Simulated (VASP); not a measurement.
## Rh: vibrations by perturbation theory with PBEsol

Rh:

```xyz
2
Lattice="2.6728 0.0000 0.0000 -1.3364 2.3147 0.0000 0.0000 0.0000 4.3094" Properties=species:S:1:pos:R:3 pbc="T T T"
Rh    1.3364    0.7716    3.2321
Rh    0.0000    1.5432    1.0774
```

This cell differs from its parent crystal: phonons at volume x 0.98.

```json
{
 "Program": "VASP 6.6.1",
 "Task": "vibrations by perturbation theory",
 "Functional": "PBEsol",
 "Potentials or basis": "VASP PAW PBE potentials, release 64 (Rh_pv)",
 "Cutoff": "520 eV",
 "k mesh": "18 × 18 × 10",
 "Occupations": "fermi-dirac, width 0.15 eV",
 "Spin": "no spin polarisation",
 "Dipole correction": "no",
 "Further INCAR settings": "ALGO = Fast; EDIFF = 1e-08; IBRION = 8; NSW = 1"
}
```

```yaml
Highest_phonon_frequency_at_Γ: 263 cm⁻¹
```

Phonon frequencies in cm⁻¹ (negative: imaginary):
| q point | frequencies |
| --- | --- |
| (0.000, 0.000, 0.000) | 0 0 0 157 157 263 |

Run time: 26 min on 1 thread of Intel(R) Xeon(R) Platinum 8259CL CPU @ 2.50GHz (Skylake/Cascade Lake), on a shared host, peak memory 0.93 GiB.

Caveat: the cell differs from its parent crystal (phonons at volume x 0.98); the cell wasn't relaxed at this level first, which shifts response properties.
